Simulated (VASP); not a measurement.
# Ti4C (R-3m) in VASP: notebook

Runs on Ti4C. Level: PBE. Tasks: single point, relaxation of cell and atoms.

All numbers are computed with VASP 6.6.1; they aren't measurements. Logs are shortened: lines on timing, memory, paths and dates and some standing lists are left out, and cuts for length are marked.

### 1 The cell of the first run

The structure is trigonal, space group R-3m (No. 166). The conventional cell has a = 4.655 Å, b = 4.655 Å, c = 10.809 Å, α = 90.00°, β = 90.00°, γ = 120.00°. Within 3.0 Å of Ti (site symmetry 2/m) lie 2 C at 2.25 Å and 6 Ti at 2.33 Å. Within 3.1 Å of Ti (site symmetry -3m) lie 6 Ti at 2.33 Å. Within 3.0 Å of C (site symmetry -3m) lie 6 Ti at 2.25 Å.

The cell was built from a structure type or drawn by symmetry, and may not be a known phase.

### 2 Single point, PBE

The input, INCAR:

```
ALGO = Normal ; EDIFF = 1E-7
ENCUT = 520 ; GGA = PE
ISIF = 2 ; ISMEAR = 0
LASPH = True ; LCHARG = True
LELF = True ; LREAL = False
LVHAR = True ; LWAVE = False
NBANDS = 34 ; NELM = 60
PREC = Accurate ; SIGMA = 0.1
```

The input, KPOINTS:

```
k-points
0
Gamma
  6 6 6
```

The input, POSCAR:

```
Ti4C
1.0
    2.3273587200      1.3437011800      3.6029520300
   -2.3273587200      1.3437011800      3.6029520300
    0.0000000000     -2.6874023700      3.6029520300
Ti C
4 1
Direct
    0.0000000000      0.0000000000      0.5000000000
    0.5000000000      0.0000000000      0.0000000000
    0.0000000000      0.5000000000      0.0000000000
    0.5000000000      0.5000000000      0.5000000000
    0.0000000000      0.0000000000      0.0000000000
```

Potentials or basis: VASP PAW PBE potentials, release 64 (Ti_sv, C).

Command:

```console
> cat potpaw_PBE.64/Ti_sv/POTCAR potpaw_PBE.64/C/POTCAR > POTCAR
> mpirun -np 1 vasp_std > vasp.out
```

OUTCAR:

```text
EDIFF = 1E-7
   ENCUT = 520
   GGA = PE
   ISIF = 2
   ISMEAR = 0
   LASPH = True
   LREAL = False
   NELM = 60
   PREC = Accurate

 ion  position               nearest neighbor table
   1  0.000  0.000  0.500-   5 2.25   5 2.25   3 2.33   2 2.33   3 2.33   2 2.33   4 2.33   4 2.33

   2  0.500  0.000  0.000-   5 2.25   5 2.25   4 2.33   4 2.33   1 2.33   1 2.33   3 2.33   3 2.33

   3  0.000  0.500  0.000-   5 2.25   5 2.25   4 2.33   1 2.33   1 2.33   4 2.33   2 2.33   2 2.33

   4  0.500  0.500  0.500-   2 2.33   3 2.33   2 2.33   3 2.33   1 2.33   1 2.33
   5  0.000  0.000  0.000-   2 2.25   3 2.25   3 2.25   2 2.25   1 2.25   1 2.25

  LATTYP: Found a trigonal (rhomboedric) cell.
 ALAT       =     4.4948186619
 COS(alpha) =     0.4637932224

  Lattice vectors:

 A1 = (   2.3273587200,   1.3437011800,   3.6029520300)
 A2 = (  -2.3273587200,   1.3437011800,   3.6029520300)
 A3 = (   0.0000000000,  -2.6874023700,   3.6029520300)

Analysis of symmetry for initial positions (statically):
=====================================================================
 Subroutine PRICEL returns:
 Original cell was already a primitive cell.

 Routine SETGRP: Setting up the symmetry group for a
 trigonal (rhombohedral) supercell.

 Subroutine GETGRP returns: Found 12 space group operations
 (whereof 12 operations were pure point group operations)
 out of a pool of 12 trial point group operations.

The static configuration has the point symmetry D_3d.

Analysis of symmetry for dynamics (positions and initial velocities):
=====================================================================
 Subroutine PRICEL returns:
 Original cell was already a primitive cell.

 Routine SETGRP: Setting up the symmetry group for a
 trigonal (rhombohedral) supercell.

 Subroutine GETGRP returns: Found 12 space group operations
 (whereof 12 operations were pure point group operations)
 out of a pool of 12 trial point group operations.

The dynamic configuration has the point symmetry D_3d.

 Subroutine INISYM returns: Found 12 space group operations
 (whereof 12 operations are pure point group operations),
 and found     1 'primitive' translations

----------------------------------------------------------------------------------------

                                     Primitive cell

  volume of cell :      67.6045

  direct lattice vectors                    reciprocal lattice vectors
     2.327358720  1.343701180  3.602952030     0.214835812  0.124035514  0.092516728
    -2.327358720  1.343701180  3.602952030    -0.214835812  0.124035514  0.092516728
     0.000000000 -2.687402370  3.602952030     0.000000000 -0.248071028  0.092516728

  length of vectors
     4.494818662  4.494818662  4.494818665     0.264761364  0.264761364  0.264761364

  position of ions in fractional coordinates (direct lattice)
     0.000000000  0.000000000  0.500000000
     0.500000000  0.000000000  0.000000000
     0.000000000  0.500000000  0.000000000
     0.500000000  0.500000000  0.500000000
     0.000000000  0.000000000  0.000000000

  ion indices of the primitive-cell ions
   primitive index   ion index
                 1           1
                 2           2
                 3           3
                 4           4
                 5           5

----------------------------------------------------------------------------------------

 KPOINTS: k-points

Automatic generation of k-mesh.
 Grid dimensions read from file:
 generate k-points for:    6    6    6

 Generating k-lattice:

  Cartesian coordinates                     Fractional coordinates (reciprocal lattice)
     0.035805969  0.020672586  0.015419455     0.166666667  0.000000000  0.000000000
    -0.035805969  0.020672586  0.015419455     0.000000000  0.166666667  0.000000000
     0.000000000 -0.041345171  0.015419455    -0.000000000 -0.000000000  0.166666667

  Length of vectors
     0.044126894  0.044126894  0.044126894

  Shift w.r.t. Gamma in fractional coordinates (k-lattice)
     0.000000000  0.000000000  0.000000000

 Subroutine IBZKPT returns following result:
 ===========================================

 Found     32 irreducible k-points:

 Following reciprocal coordinates:
            Coordinates               Weight
  0.000000  0.000000  0.000000      1.000000
  0.166667 -0.000000  0.000000      6.000000
  0.333333 -0.000000  0.000000      6.000000
  0.500000 -0.000000  0.000000      3.000000
  0.166667  0.166667  0.000000      6.000000
  0.333333  0.166667  0.000000     12.000000
[... 16 lines left out ...]
  0.500000  0.500000  0.166667      6.000000
 -0.333333  0.500000  0.166667     12.000000
 [... further k-points ...]
   k-points           NKPTS =     32   k-points in BZ     NKDIM =     32   number of bands    NBANDS=     34
   number of dos      NEDOS =    301   number of ions     NIONS =      5
   total plane-waves  NPLWV =  46656
   dimension x,y,z NGX =    36 NGY =   36 NGZ =   36
   dimension x,y,z NGXF=    72 NGYF=   72 NGZF=   72
   ions per type =               4   1
   NGX,Y,Z   is equivalent  to a cutoff of  13.32, 13.32, 13.32 a.u.
   NGXF,Y,Z  is equivalent  to a cutoff of  26.63, 26.63, 26.63 a.u.
 SYSTEM =  unknown system
   PREC   = accura    normal or accurate (medium, high low for compatibility)
   ISTART =      0    job   : 0-new  1-cont  2-samecut
   ICHARG =      2    charge: 1-file 2-atom 10-const
   ISPIN  =      1    spin polarized calculation?
   LNONCOLLINEAR =      F non collinear calculations
   LSORBIT =      F    spin-orbit coupling
   LASPH  =      T    aspherical Exc in radial PAW
   ENCUT  =  520.0 eV  38.22 Ry    6.18 a.u.   8.36  8.36  8.36*2*pi/ulx,y,z
   NELM   =     60;   NELMIN=  2; NELMDL= -5     # of ELM steps
   EDIFF  = 0.1E-06   stopping-criterion for ELM
   LREAL  =      F    real-space projection
   EDIFFG = 0.1E-05   stopping-criterion for IOM
   NSW    =      0    number of steps for IOM
   IBRION =     -1    ionic relax: 0-MD 1-quasi-New 2-CG
   NFREE  =      0    steps in history (QN), initial steepest desc. (CG)
   ISIF   =      2    stress and relaxation
   ISYM   =      2    0-nonsym 1-usesym 2-fastsym
   POTIM  = 0.5000    time-step for ionic-motion
   TEBEG  =    0.0;   TEEND  =   0.0 temperature during run
   PSTRESS=    0.0 pullay stress
   NELECT =      52.0000    total number of electrons
   NUPDOWN=      -1.0000    fix difference up-down
   EMIN   =  10.00;   EMAX   =-10.00  energy-range for DOS
   EFERMI =   0.00;   METHOD = LEGACY
   ISMEAR =     0;   SIGMA  =   0.10  broadening in eV -4-tet -1-fermi 0-gaus
   EFERMI_NEDOS =   21; number of points for ismear=-14 and -15
   IALGO  =     38    algorithm
   IMIX   =      4    mixing-type and parameters
     AMIX     =   0.40;   BMIX     =  1.00
     AMIX_MAG =   1.60;   BMIX_MAG =  1.00
  volume/ion in A,a.u.               =      13.52        91.24
  Fermi-wavevector in a.u.,A,eV,Ry     =   1.499975  2.834542 30.612089  2.249925
  Thomas-Fermi vector in A             =   2.611535
   LORBIT       =      0    0 simple, 1 ext, 2 COOP (PROOUT), +10 PAW based schemes
   GGA     = PE    functional components
   LHFCALC =     F    Hartree Fock is set to
   AEXX    =    0.0000 exact exchange contribution
   IVDW    =     0    specifies the selected vdW correction
   LEPSILON=     F    determine dielectric tensor
   LRPA    =     F    only Hartree local field effects (RPA)
 non-spin polarized calculation
 Gauss-broadening in eV      SIGMA  =   0.10
  energy-cutoff  :      520.00
  volume of cell :       67.60
 maximum number of plane-waves:      1838
 NGX is ok and might be reduce to    36
   NGX = 17   NGY = 17   NGZ = 17

 number of electron      51.9999994 magnetization

 Free energy of the ion-electron system (eV)
  ---------------------------------------------------
  ext. energy  EPLUGINS =         0.00000000
  ---------------------------------------------------
  free energy    TOTEN  =       -33.12376509 eV

  energy without entropy =      -33.09976504  energy(sigma->0) =      -33.11176507

 E-fermi :   9.1528     XC(G=0): -11.8335

 val. band max:        9.1526468310   @ k =   0.5000   0.1667   0.0000
 cond. band min:       9.1858496690   @ k =  -0.3333   0.5000   0.1667
 fundamental gap:      0.0332028380
 Fermi energy:         9.1527854203

 k-point     1 :       0.0000    0.0000    0.0000
  band No.  band energies     occupation
      1     -47.5649      2.00000
      2     -46.7504      2.00000
      3     -46.6520      2.00000
      4     -46.6520      2.00000
      5     -25.1333      2.00000
      6     -25.1333      2.00000
[... 26 lines left out ...]
     33      12.8952      0.00000
     34      12.9054      0.00000

 k-point     2 :       0.1667   -0.0000    0.0000
  band No.  band energies     occupation
      1     -47.5109      2.00000
      2     -46.7815      2.00000
      3     -46.6848      2.00000
      4     -46.6529      2.00000
      5     -25.0213      2.00000
      6     -25.0157      2.00000
[... 26 lines left out ...]
     33      12.5407      0.00000
     34      12.6564      0.00000

 k-point     3 :       0.3333   -0.0000    0.0000
  band No.  band energies     occupation
      1     -47.3616      2.00000
      2     -46.9255      2.00000
      3     -46.7096      2.00000
      4     -46.6547      2.00000
      5     -24.7442      2.00000
      6     -24.7278      2.00000
[... 26 lines left out ...]
     33      12.0316      0.00000
     34      12.1180      0.00000
[... 704 lines left out ...]
 k-point    23 :       0.5000    0.5000    0.1667
  band No.  band energies     occupation
      1     -47.3593      2.00000
      2     -46.9254      2.00000
      3     -46.7105      2.00000
      4     -46.6559      2.00000
      5     -24.7469      2.00000
      6     -24.7319      2.00000
[... 26 lines left out ...]
     33      11.6156      0.00000
     34      11.8356      0.00000

 k-point    24 :      -0.3333    0.5000    0.1667
  band No.  band energies     occupation
      1     -47.2300      2.00000
      2     -47.0039      2.00000
      3     -46.8315      2.00000
      4     -46.5964      2.00000
      5     -24.5804      2.00000
      6     -24.3547      2.00000
[... 26 lines left out ...]
     33      11.1910      0.00000
     34      11.9130      0.00000

 [... further k-points ...]
[... 5 lines left out ...]
  --------------------------------------------------------------------------------------
  -------------------------------------------------------------------------------------
  Total       27.8037098     27.8037097    -10.3027585      0.0000000      0.0000000     -0.0000000
  in kB      658.9274069    658.9274068   -244.1677753      0.0000000      0.0000002     -0.0000000
  external PRESSURE =     357.8956795 kB  Pullay stress =       0.0000000 kB

 VOLUME and BASIS-vectors are now :
 -----------------------------------------------------------------------------
  energy-cutoff  :      520.00
  volume of cell :       67.60
      direct lattice vectors                 reciprocal lattice vectors
     2.327358720  1.343701180  3.602952030     0.214835812  0.124035514  0.092516728
    -2.327358720  1.343701180  3.602952030    -0.214835812  0.124035514  0.092516728
     0.000000000 -2.687402370  3.602952030     0.000000000 -0.248071028  0.092516728

 POSITION                                       TOTAL-FORCE (eV/Angst)
 -----------------------------------------------------------------------------------
      0.00000     -1.34370      1.80148        -0.000000      0.000000      0.000000
      1.16368      0.67185      1.80148         0.000000      0.000000     -0.000000
     -1.16368      0.67185      1.80148        -0.000000     -0.000000     -0.000000
      0.00000     -0.00000      5.40443         0.000000      0.000000     -0.000000
      0.00000      0.00000      0.00000         0.000000     -0.000000      0.000000
 -----------------------------------------------------------------------------------
    total drift:                               -0.000000      0.000000     -0.000000

  FREE ENERGIE OF THE ION-ELECTRON SYSTEM (eV)
  ---------------------------------------------------
  free  energy   TOTEN  =       -33.1237650882 eV

  energy  without entropy=      -33.0997650419  energy(sigma->0) =      -33.11176507
```

Run time: 3.3 min. Hardware: 1 thread of Intel Xeon 8259CL, shared host; peak memory 0.23 GiB.

Results:

```
Free energy            : -33.1238 eV
Pressure               : 35.8 GPa
Band gap on the k mesh : zero (bands 26 and 27 overlap by 1.36 eV)
```

Stress tensor (GPa, compression positive):
```
 65.89   0.00   0.00
  0.00  65.89   0.00
  0.00   0.00 -24.42
```

Levels at points of the mesh, in eV from the Fermi level:
```csv
k point,band 23,band 24,band 25,band 26,band 27,band 28,band 29,band 30
"(0.00, 0.00, 0.00)",-2.46,-2.29,-1.08,-0.93,-0.93,1.29,1.29,2.35
"(0.50, 0.00, 0.00)",-1.63,-0.96,-0.84,0.42,0.70,1.27,1.34,1.41
"(0.50, 0.50, 0.00)",-0.89,-0.88,-0.67,-0.48,0.61,1.05,1.14,1.18
"(0.50, 0.50, 0.50)",-2.86,-2.85,-0.07,-0.07,0.32,0.48,1.31,1.31
```

Caveat: the cell stands under pressure.

### 3 Relaxation of cell and atoms, PBE

The input, INCAR:

```
SYSTEM = Ti4C
PREC = Accurate
ENCUT = 600
EDIFF = 1E-6
ISMEAR = 0
SIGMA = 0.1
LREAL = .FALSE.
LASPH = .TRUE.
NELM = 100
ALGO = Normal
ISIF = 3
LWAVE = .FALSE.
LCHARG = .FALSE.
GGA = PE
IBRION = 2
NSW = 90
EDIFFG = -0.04
```

The input, KPOINTS:

```
regular mesh
0
G
  6 6 6
  0 0 0
```

POSCAR is that of step 2.

Potentials or basis: VASP PAW PBE potentials, release 64 (Ti_sv, C).

Command:

```console
> cat potpaw_PBE.64/Ti_sv/POTCAR potpaw_PBE.64/C/POTCAR > POTCAR
> mpirun -np 1 vasp_std > vasp.out
```

It took 20 min on 1 thread of Intel Xeon 8259CL, shared host; peak memory 0.25 GiB.

Results (log left out):

* Free energy: -41.8517 eV
* Relaxed volume: 15.05 Å³/atom
* Relaxed cell: a = 4.222 Å, b = 4.222 Å, c = 4.222 Å, α = 89.68°, β = 89.68°, γ = 89.68°
* Space group after relaxing (to 0.1 Å): Pm-3m (No. 221)
* Energy gained by relaxing: 1745.8 meV/atom
* Ionic steps: 10
* Pressure after relaxing: 0.0 GPa
* Band gap on the k mesh: zero (bands 26 and 27 overlap by 0.81 eV)

Step by step:
| step | energy change (eV) | largest force (eV/Å) | pressure (GPa) | volume (Å³) |
| --- | --- | --- | --- | --- |
| 1 | 0.0000 | 0.0000 | 35.72 | 67.60 |
| 2 | -5.7002 | 0.0000 | -19.91 | 97.85 |
| 3 | -5.8297 | 0.0000 | -14.96 | 91.97 |
| 4 | -8.4569 | 0.0000 | -4.22 | 78.02 |
| 5 | -8.6855 | 0.0000 | 2.42 | 74.20 |
| 6 | -8.6900 | 0.0000 | 4.10 | 73.38 |
| 7 | -8.6900 | 0.0000 | 3.25 | 73.78 |
| 8 | -8.7237 | 0.0000 | -1.76 | 76.18 |
| 9 | -8.7275 | 0.0000 | -0.58 | 75.59 |
| 10 | -8.7289 | 0.0000 | 0.03 | 75.26 |

Final structure:
```yaml
crystal:
  lattice:
    - [2.97720, 1.71889, 2.45103]
    - [-2.97720, 1.71889, 2.45103]
    - [0.00000, -3.43778, 2.45103]
  atoms:
    - { symbol: Ti, position: [0.00000, 0.00000, 0.50000] }
    - { symbol: Ti, position: [0.50000, 0.00000, 0.00000] }
    - { symbol: Ti, position: [0.00000, 0.50000, 0.00000] }
    - { symbol: Ti, position: [0.50000, 0.50000, 0.50000] }
    - { symbol: C, position: [0.00000, 0.00000, 0.00000] }
```

Levels at points of the mesh, in eV from the Fermi level:
| k point | band 23 | band 24 | band 25 | band 26 | band 27 | band 28 | band 29 | band 30 |
| --- | --- | --- | --- | --- | --- | --- | --- | --- |
| (0.00, 0.00, 0.00) | -1.39 | -1.13 | -1.13 | -1.13 | 0.95 | 1.03 | 1.03 | 2.36 |
| (0.50, 0.00, 0.00) | -1.15 | -0.39 | -0.27 | -0.21 | -0.19 | 1.32 | 1.36 | 1.38 |
| (0.50, 0.50, 0.00) | -0.77 | -0.47 | -0.17 | -0.16 | -0.04 | 0.22 | 0.98 | 1.03 |
| (0.50, 0.50, 0.50) | -0.52 | -0.52 | 0.56 | 0.62 | 0.62 | 0.90 | 0.90 | 1.02 |
